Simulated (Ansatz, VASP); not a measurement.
**Two plane-wave programs on GaSbTe4**

```
CELL_PARAMETERS angstrom
6.82043 0.00000 0.00000
-3.41021 5.90666 0.00000
0.00000 0.00000 5.00608
ATOMIC_POSITIONS crystal
Ga 0.00000 0.00000 0.00000
Sb 0.33333 0.66667 0.00000
Te 0.66667 0.33333 0.00000
Te 0.00379 0.50190 0.50000
Te 0.49810 0.50190 0.50000
Te 0.49810 0.99621 0.50000
```

Change from the starting cell: species swapped into the LaGaNi4 type (P-6m2, No. 187).

Alike in both runs: functional PBE; k mesh 3 × 3 × 4; occupations gaussian, width 0.1 eV; no spin polarisation.

Ansatz relaxed the structure, and its values are those at the end. VASP's run is a single point on that final structure, the one shown.

```csv
,VASP,Ansatz
version,VASP 6.6.1,Ansatz 0.2.0
potentials or method,"VASP PAW PBE potentials, release 64 (Ga_d, Sb, Te), cutoff 520 eV","scalar-relativistic, plane waves, PAW"
valence electrons in the cell,42,92
```

```tsv
	VASP	Ansatz	Ansatz less VASP
gap on the k mesh at the Fermi level (eV)	none	none	-
pressure (GPa)	0.0	0.0	+0.04
```

A gap of «none» marks a metal or a gap that the smearing closes. With one functional, cell and mesh, what is left measures potentials, basis and numerics. VASP's potentials hold 42 valence electrons a cell and Ansatz's 92, so a difference there can come from the potentials and not from the codes.

Neither program's run includes spin-orbit coupling.
